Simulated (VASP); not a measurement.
# Y2B (R-3m) in VASP: single point with r2SCAN

Aim: the single point of Y2B with r2SCAN.

All numbers are computed with VASP 6.6.1; they aren't measurements. Logs are shortened: lines on timing, memory, paths and dates and some standing lists are left out, and cuts for length are marked.

### Step 1. The cell of the first run

It takes space group R-3m (No. 166, trigonal). The conventional cell has a = 3.597 Å, b = 3.597 Å, c = 17.828 Å, α = 90.00°, β = 90.00°, γ = 120.00°. Within 3.3 Å of B (site symmetry -3m) lie 6 Y at 2.47 Å. Y (site symmetry 3m) has 3 B at 2.47 Å and 3 Y at 3.40 Å within 3.4 Å.

### Step 2. Single point, r2SCAN

POSCAR

```
Y2B
1.0
    1.7986640000      3.1153730000      0.0000000000
   -1.7986640000      3.1153730000      0.0000000000
    0.0000000000     -2.0769150000      5.9425500000
B Y
1 2
Direct
    0.0000000000      0.0000000000      0.0000000000
    0.2579300000      0.2579300000      0.7737900000
    0.7420700000      0.7420700000      0.2262100000
```

INCAR.step1

```
ALGO     = Normal         # electronic algorithm
EDIFF    = 1E-4           # SCF threshold, eV
ENCUT    = 520            # plane-wave cutoff, eV
GGA      = PE             # functional
ISMEAR   = -1             # smearing method
LASPH    = T              # aspherical terms in the spheres
LCHARG   = F              # write CHGCAR
LREAL    = F              # projectors in reciprocal space
LWAVE    = T              # write WAVECAR
NBANDS   = 20             # bands
NELM     = 80             # most SCF steps
PREC     = Accurate       # precision mode
SIGMA    = 0.1            # smearing width, eV
```

INCAR.step2

```
ALGO     = Normal         # electronic algorithm
EDIFF    = 1E-6           # SCF threshold, eV
ENCUT    = 520            # plane-wave cutoff, eV
ISIF     = 2              # what is computed and relaxed
ISMEAR   = -1             # smearing method
ISTART   = 1            
LASPH    = T              # aspherical terms in the spheres
LCHARG   = T              # write CHGCAR
LELF     = T              # ELF
LMIXTAU  = T            
LREAL    = F              # projectors in reciprocal space
LVHAR    = T            
LWAVE    = F              # write WAVECAR
METAGGA  = R2SCAN         # meta-GGA
NBANDS   = 20             # bands
NELM     = 80             # most SCF steps
PREC     = Accurate       # precision mode
SIGMA    = 0.1            # smearing width, eV
```

KPOINTS

```
k-points
0
Gamma
  11 11 11
```

Potentials or basis: VASP PAW PBE potentials, release 64 (B, Y_sv).

Started as:

```console
> cat potpaw_PBE.64/B/POTCAR potpaw_PBE.64/Y_sv/POTCAR > POTCAR
> cp INCAR.step1 INCAR
> mpirun -np 1 vasp_std > vasp.out
> cp INCAR.step2 INCAR
> mpirun -np 1 vasp_std > vasp.out
```

OUTCAR:

```text
EDIFF = 1E-6
   ENCUT = 520
   ISIF = 2
   ISMEAR = -1
   ISTART = 1
   LASPH = T
   LREAL = F
   METAGGA = R2SCAN
   NELM = 80
   PREC = Accurate

 ion  position               nearest neighbor table
   1  0.000  0.000  0.000-   2 2.47   3 2.47   3 2.47   3 2.47   2 2.47   2 2.47
   2  0.258  0.258  0.774-   1 2.47   1 2.47   1 2.47   3 3.40   3 3.40   3 3.40   3 3.86   3 3.86
                             3 3.86
   3  0.742  0.742  0.226-   1 2.47   1 2.47   1 2.47   2 3.40   2 3.40   2 3.40   2 3.86   2 3.86
                             2 3.86

  LATTYP: Found a trigonal (rhomboedric) cell.
 ALAT       =     6.2950367517
 COS(alpha) =     0.8367197936

  Lattice vectors:

 A1 = (   1.7986640000,   1.0384580000,   5.9425500000)
 A2 = (  -1.7986640000,   1.0384580000,   5.9425500000)
 A3 = (   0.0000000000,  -2.0769150000,   5.9425500000)

Analysis of symmetry for initial positions (statically):
=====================================================================
 Subroutine PRICEL returns:
 Original cell was already a primitive cell.

 Routine SETGRP: Setting up the symmetry group for a
 trigonal (rhombohedral) supercell.

 Subroutine GETGRP returns: Found 12 space group operations
 (whereof 12 operations were pure point group operations)
 out of a pool of 12 trial point group operations.

The static configuration has the point symmetry D_3d.

Analysis of symmetry for dynamics (positions and initial velocities):
=====================================================================
 Subroutine PRICEL returns:
 Original cell was already a primitive cell.

 Routine SETGRP: Setting up the symmetry group for a
 trigonal (rhombohedral) supercell.

 Subroutine GETGRP returns: Found 12 space group operations
 (whereof 12 operations were pure point group operations)
 out of a pool of 12 trial point group operations.

The dynamic configuration has the point symmetry D_3d.

 Subroutine INISYM returns: Found 12 space group operations
 (whereof 12 operations are pure point group operations),
 and found     1 'primitive' translations

----------------------------------------------------------------------------------------

                                     Primitive cell

  volume of cell :      66.5983

  direct lattice vectors                    reciprocal lattice vectors
     1.798664000  3.115373000  0.000000000     0.277984104  0.160494426  0.056092634
    -1.798664000  3.115373000  0.000000000    -0.277984104  0.160494426  0.056092634
     0.000000000 -2.076915000  5.942550000     0.000000000  0.000000000  0.168277928

  length of vectors
     3.597324160  3.597324160  6.295035855     0.325852737  0.325852737  0.168277928

  position of ions in fractional coordinates (direct lattice)
     0.000000000  0.000000000  0.000000000
     0.257930000  0.257930000  0.773790000
     0.742070000  0.742070000  0.226210000

  ion indices of the primitive-cell ions
   primitive index   ion index
                 1           1
                 2           2
                 3           3

----------------------------------------------------------------------------------------

 KPOINTS: k-points

Automatic generation of k-mesh.
 Grid dimensions read from file:
 generate k-points for:   11   11   11

 Generating k-lattice:

  Cartesian coordinates                     Fractional coordinates (reciprocal lattice)
     0.025271282  0.014590402  0.005099330     0.090909091  0.000000000  0.000000000
    -0.025271282  0.014590402  0.005099330     0.000000000  0.090909091  0.000000000
     0.000000000  0.000000000  0.015297993     0.000000000  0.000000000  0.090909091

  Length of vectors
     0.029622976  0.029622976  0.015297993

  Shift w.r.t. Gamma in fractional coordinates (k-lattice)
     0.000000000  0.000000000  0.000000000

 Subroutine IBZKPT returns following result:
 ===========================================

 Found    146 irreducible k-points:

 Following reciprocal coordinates:
            Coordinates               Weight
  0.000000  0.000000  0.000000      1.000000
  0.090909  0.000000  0.000000      6.000000
  0.181818 -0.000000  0.000000      6.000000
  0.272727  0.000000  0.000000      6.000000
  0.363636  0.000000 -0.000000      6.000000
  0.454545 -0.000000  0.000000      6.000000
[... 16 lines left out ...]
 -0.272727  0.181818  0.000000     12.000000
 -0.181818  0.181818  0.000000      6.000000
 [... further k-points ...]
   k-points           NKPTS =    146   k-points in BZ     NKDIM =    146   number of bands    NBANDS=     20
   number of dos      NEDOS =    301   number of ions     NIONS =      3
   total plane-waves  NPLWV =  37632
   dimension x,y,z NGX =    28 NGY =   28 NGZ =   48
   dimension x,y,z NGXF=    56 NGYF=   56 NGZF=   96
   ions per type =               1   2
   NGX,Y,Z   is equivalent  to a cutoff of  12.94, 12.94, 12.68 a.u.
   NGXF,Y,Z  is equivalent  to a cutoff of  25.88, 25.88, 25.35 a.u.
 SYSTEM =  unknown system
   PREC   = accura    normal or accurate (medium, high low for compatibility)
   ISTART =      1    job   : 0-new  1-cont  2-samecut
   ICHARG =      0    charge: 1-file 2-atom 10-const
   ISPIN  =      1    spin polarized calculation?
   LNONCOLLINEAR =      F non collinear calculations
   LSORBIT =      F    spin-orbit coupling
   LASPH  =      T    aspherical Exc in radial PAW
   ENCUT  =  520.0 eV  38.22 Ry    6.18 a.u.   6.69  6.69 11.70*2*pi/ulx,y,z
   NELM   =     80;   NELMIN=  2; NELMDL=  0     # of ELM steps
   EDIFF  = 0.1E-05   stopping-criterion for ELM
   LREAL  =      F    real-space projection
[... 7 lines left out ...]
   TEBEG  =    0.0;   TEEND  =   0.0 temperature during run
   PSTRESS=    0.0 pullay stress
   NELECT =      25.0000    total number of electrons
   NUPDOWN=      -1.0000    fix difference up-down
   EMIN   =  10.00;   EMAX   =-10.00  energy-range for DOS
   EFERMI =   0.00;   METHOD = LEGACY
   ISMEAR =    -1;   SIGMA  =   0.10  broadening in eV -4-tet -1-fermi 0-gaus
   EFERMI_NEDOS =   21; number of points for ismear=-14 and -15
   IALGO  =     38    algorithm
   IMIX   =      4    mixing-type and parameters
     AMIX     =   0.40;   BMIX     =  1.00
     AMIX_MAG =   1.60;   BMIX_MAG =  1.00
  volume/ion in A,a.u.               =      22.20       149.81
  Fermi-wavevector in a.u.,A,eV,Ry     =   1.180956  2.231684 18.975474  1.394658
  Thomas-Fermi vector in A             =   2.317239
   LORBIT       =      0    0 simple, 1 ext, 2 COOP (PROOUT), +10 PAW based schemes
   METAGGA = R2SCAN    functional components
   LHFCALC =     F    Hartree Fock is set to
   AEXX    =    0.0000 exact exchange contribution
   IVDW    =     0    specifies the selected vdW correction
   LEPSILON=     F    determine dielectric tensor
   LRPA    =     F    only Hartree local field effects (RPA)
 non-spin polarized calculation
  energy-cutoff  :      520.00
  volume of cell :       66.60
 maximum number of plane-waves:      1816
   NGX = 13   NGY = 13   NGZ = 23

 number of electron      25.0000000 magnetization

 Free energy of the ion-electron system (eV)
  ---------------------------------------------------
  ext. energy  EPLUGINS =         0.00000000
  ---------------------------------------------------
  free energy    TOTEN  =       -47.66347343 eV

  energy without entropy =      -47.52442942  energy(sigma->0) =      -47.59395142

 E-fermi :   3.3762     XC(G=0): -10.5175

 val. band max:        3.3727926210   @ k =   0.4545  -0.0000   0.1818
 cond. band min:       3.3777933950   @ k =   0.2727   0.1818   0.0000
 fundamental gap:      0.0050007740
 Fermi energy:         3.3762276778

 k-point     1 :       0.0000    0.0000    0.0000
  band No.  band energies     occupation
      1     -39.7578      2.00000
      2     -39.6700      2.00000
      3     -19.5412      2.00000
      4     -18.9551      2.00000
      5     -18.9551      2.00000
      6     -18.8737      2.00000
[... 12 lines left out ...]
     19       9.2264      0.00000
     20       9.2264      0.00000

 k-point     2 :       0.0909    0.0000    0.0000
  band No.  band energies     occupation
      1     -39.7523      2.00000
      2     -39.6678      2.00000
      3     -19.5244      2.00000
      4     -19.0001      2.00000
      5     -18.9667      2.00000
      6     -18.9133      2.00000
[... 12 lines left out ...]
     19       9.1048      0.00000
     20       9.2457      0.00000

 k-point     3 :       0.1818   -0.0000    0.0000
  band No.  band energies     occupation
      1     -39.7370      2.00000
      2     -39.6623      2.00000
      3     -19.4794      2.00000
      4     -19.1142      2.00000
      5     -19.0147      2.00000
      6     -18.9972      2.00000
[... 12 lines left out ...]
     19       8.9945      0.00000
     20       9.1736      0.00000

 k-point     4 :       0.2727    0.0000    0.0000
  band No.  band energies     occupation
      1     -39.7157      2.00000
      2     -39.6562      2.00000
      3     -19.4290      2.00000
      4     -19.2540      2.00000
      5     -19.1288      2.00000
      6     -19.0359      2.00000
[... 12 lines left out ...]
     19       8.7293      0.00000
     20       9.0271      0.00000

 k-point     5 :       0.3636    0.0000   -0.0000
  band No.  band energies     occupation
      1     -39.6937      2.00000
      2     -39.6530      2.00000
      3     -19.4392      2.00000
      4     -19.3596      2.00000
      5     -19.1735      2.00000
      6     -19.0704      2.00000
[... 12 lines left out ...]
     19       8.9725      0.00000
     20       9.1365      0.00000

 k-point     6 :       0.4545   -0.0000    0.0000
  band No.  band energies     occupation
      1     -39.6773      2.00000
      2     -39.6544      2.00000
      3     -19.4937      2.00000
      4     -19.4108      2.00000
      5     -19.1332      2.00000
      6     -19.0906      2.00000
[... 12 lines left out ...]
     19       9.2790      0.00000
     20       9.7187      0.00000

 k-point     7 :       0.0909    0.0909    0.0000
  band No.  band energies     occupation
      1     -39.7520      2.00000
      2     -39.6681      2.00000
      3     -19.5216      2.00000
      4     -18.9978      2.00000
      5     -18.9698      2.00000
      6     -18.9173      2.00000
[... 12 lines left out ...]
     19       8.9033      0.00000
     20       9.3931      0.00000
[... 277 lines left out ...]
 k-point    20 :       0.4545    0.1818   -0.0000
  band No.  band energies     occupation
      1     -39.6845      2.00000
      2     -39.6529      2.00000
      3     -19.4375      2.00000
      4     -19.3442      2.00000
      5     -19.2271      2.00000
      6     -19.0779      2.00000
[... 12 lines left out ...]
     19       9.5356      0.00000
     20       9.7944      0.00000

 k-point    21 :      -0.4545    0.1818   -0.0000
  band No.  band energies     occupation
      1     -39.6702      2.00000
      2     -39.6546      2.00000
      3     -19.4579      2.00000
      4     -19.3818      2.00000
      5     -19.2247      2.00000
      6     -19.1383      2.00000
[... 12 lines left out ...]
     19       9.1936      0.00000
     20       9.8765      0.00000

 k-point    22 :      -0.3636    0.1818    0.0000
  band No.  band energies     occupation
      1     -39.6721      2.00000
      2     -39.6527      2.00000
      3     -19.4520      2.00000
      4     -19.3804      2.00000
      5     -19.2315      2.00000
      6     -19.1403      2.00000
[... 12 lines left out ...]
     19       9.4729      0.00000
     20       9.9568      0.00000

 k-point    23 :      -0.2727    0.1818    0.0000
  band No.  band energies     occupation
      1     -39.6872      2.00000
      2     -39.6503      2.00000
      3     -19.4250      2.00000
      4     -19.3376      2.00000
      5     -19.2443      2.00000
      6     -19.0892      2.00000
[... 12 lines left out ...]
     19       9.5651      0.00000
     20      10.1321      0.00000

 k-point    24 :      -0.1818    0.1818    0.0000
  band No.  band energies     occupation
      1     -39.7062      2.00000
      2     -39.6525      2.00000
      3     -19.4205      2.00000
      4     -19.2611      2.00000
      5     -19.2158      2.00000
      6     -19.0401      2.00000
[... 12 lines left out ...]
     19       8.9791      0.00000
     20      10.0978      0.00000

 [... further k-points ...]

------------------------ aborting loop because EDIFF is reached ----------------------------------------

  FORCE on cell =-STRESS in cart. coord.  units (eV):
  Direction    XX          YY          ZZ          XY          YZ          ZX
  --------------------------------------------------------------------------------------
  -------------------------------------------------------------------------------------
  Total        5.1383696      5.1383550      5.4262347      0.0000000      0.0000003      0.0000000
  in kB      123.6155161    123.6151642    130.5407851      0.0000000      0.0000073      0.0000000
  external PRESSURE =     125.9238218 kB  Pullay stress =       0.0000000 kB

 VOLUME and BASIS-vectors are now :
 -----------------------------------------------------------------------------
  energy-cutoff  :      520.00
  volume of cell :       66.60
      direct lattice vectors                 reciprocal lattice vectors
     1.798664000  3.115373000  0.000000000     0.277984104  0.160494426  0.056092634
    -1.798664000  3.115373000  0.000000000    -0.277984104  0.160494426  0.056092634
     0.000000000 -2.076915000  5.942550000     0.000000000  0.000000000  0.168277928

 POSITION                                       TOTAL-FORCE (eV/Angst)
 -----------------------------------------------------------------------------------
      0.00000      0.00000      0.00000        -0.000000      0.000000      0.000000
      0.00000      0.00000      4.59829         0.000000     -0.000000     -1.172061
      0.00000      4.15383      1.34426         0.000000      0.000000      1.172061
 -----------------------------------------------------------------------------------
    total drift:                                0.000000      0.000000      0.000000

  FREE ENERGIE OF THE ION-ELECTRON SYSTEM (eV)
  ---------------------------------------------------
  free  energy   TOTEN  =       -47.6634734263 eV

  energy  without entropy=      -47.5244294227  energy(sigma->0) =      -47.59395142
```

Run time: 9.7 min. Hardware: 1 thread of Intel Xeon Platinum 8259CL at 2.50GHz (Skylake/Cascade Lake), shared host; peak memory 0.34 GiB.

Results:

```
Free energy            : -47.6635 eV
Pressure               : 12.6 GPa
Largest force          : 1.172 eV/Å
Band gap on the k mesh : zero (an odd number of electrons rules out a gap without spin polarisation)
```

Forces on the atoms (eV/Å):
```
B    0.000  0.000  0.000
Y    0.000  0.000 -1.172
Y    0.000  0.000  1.172
```

Stress tensor (GPa, compression positive):
```
12.36  0.00  0.00
 0.00 12.36  0.00
 0.00  0.00 13.05
```

Levels at points of the mesh, in eV from the Fermi level:
| k point | band 10 | band 11 | band 12 | band 13 | band 14 | band 15 | band 16 | band 17 |
| --- | --- | --- | --- | --- | --- | --- | --- | --- |
| (0.00, 0.00, 0.00) | -2.93 | -1.26 | -0.34 | -0.34 | 2.52 | 2.52 | 2.74 | 4.39 |

Caveat: the cell stands under pressure; the PAW data sets were made with another functional, which shifts forces and pressure a little.
